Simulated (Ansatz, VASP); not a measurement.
**One calculation of WS4, two programs**

File INCAR:

```
ALGO = Normal
DIPOL = 0.5 0.5 0.500
EDIFF = 1E-6
ENCUT = 520
GGA = PS
IDIPOL = 3
ISIF = 2
ISMEAR = -1
LASPH = T
LCHARG = F
LDIPOL = T
LREAL = F
LWAVE = F
NBANDS = 27
NELM = 80
PREC = Accurate
SIGMA = 0.3
```

The input KPOINTS:

```
k-points
0
Gamma
  9 9 1
```

File POSCAR:

```
WS4
1.0
    3.1476068040      0.0000000000      0.0000000000
   -1.5738034020      2.7259074534      0.0000000000
    0.0000000000      0.0000000000     24.6075295395
S W
4 1
Direct
    0.6666666667      0.3333333333      0.3047847606
    0.3333333333      0.6666666667      0.4363324949
    0.3333333333      0.6666666667      0.5636675051
    0.0000000000      0.0000000000      0.6952152394
    0.6666666667      0.3333333333      0.5000072975
```

Input for Ansatz:

```yaml
crystal:
  lattice:
    - [3.147606804, 0.0, 0.0]
    - [-1.573803402, 2.7259074534, 0.0]
    - [0.0, 0.0, 24.6075295395]
  atoms:
    - { symbol: S, position: [0.6666666667, 0.3333333333, 0.3047847606] }
    - { symbol: S, position: [0.3333333333, 0.6666666667, 0.4363324949] }
    - { symbol: W, position: [0.6666666667, 0.3333333333, 0.5000072975] }
    - { symbol: S, position: [0.3333333333, 0.6666666667, 0.5636675051] }
    - { symbol: S, position: [0.0, 0.0, 0.6952152394] }
basis:
  ecutwfc: 420
kpoints:
  mp_grid: { grid: [9, 9, 1] }
hamiltonian:
  xc: pbesol
scf:
  occupations: { method: fermi_dirac, width: 0.3 }
output:
  forces: true
  stress: true
  eigenvalues: true
efield:
  axis: 3
  dipole_correction: true
  ramp_width: 0.04
```

Alike in both runs: task single point; functional PBEsol; k mesh 9 × 9 × 1; occupations fermi-dirac, width 0.3 eV; no spin polarisation.

|  | VASP | Ansatz |
| --- | --- | --- |
| version | VASP 6.6.1 | Ansatz 0.2.0 |
| potentials or method | VASP PAW PBE potentials, release 64 (S, W_sv), cutoff 520 eV | scalar-relativistic, plane waves, PAW |
| valence electrons in the cell | 38 | 38 |

```csv
,VASP,Ansatz,Ansatz less VASP
gap on the k mesh at the Fermi level (eV),none,none,-
rms of the force components (eV/Å),0.052,0.046,-0.0063
```

VASP's potentials were made for PBE, not for PBEsol. A gap of «none» marks a metal or a gap that the smearing closes.

Spin-orbit coupling is off throughout.
